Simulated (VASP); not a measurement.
A run of VASP 6.6.1 is set up as follows.

The input INCAR:

```
  PREC = Accurate
  ENCUT = 520
  EDIFF = 1E-6
  ISMEAR = 0
  SIGMA = 0.01
  LREAL = False
  LASPH = True
  NELM = 80
  ALGO = Normal
  ISIF = 2
  LWAVE = False
  LCHARG = False
  GGA = CA
  NBANDS = 24
```

File KPOINTS:

```
regular mesh
0
Gamma
  6 6 4
```

The input POSCAR:

```
RbBr
1.0
    5.8901391548      0.0000000000      0.0000000000
   -2.9450695774      5.1010101399      0.0000000000
    0.0000000000      0.0000000000      6.8703327543
Rb Br
2 2
Direct
    0.3333333333      0.6666666667     -0.0625000000
    0.6666666667      0.3333333333      0.4375000000
    0.3333333333      0.6666666667      0.4375000000
    0.6666666667      0.3333333333      0.9375000000
```

Potentials or basis: VASP PAW LDA potentials, release 64 (Rb_sv, Br).

Launch:

```sh
$ cat potpaw_LDA.64/Rb_sv/POTCAR potpaw_LDA.64/Br/POTCAR > POTCAR
$ mpirun -np 1 vasp_std > vasp.out
```

(1) What does it give for the pressure?

(2) Predict the band gap on the k mesh.

## Answers

(1) -1.1 GPa.

(2) 3.78 eV, direct.
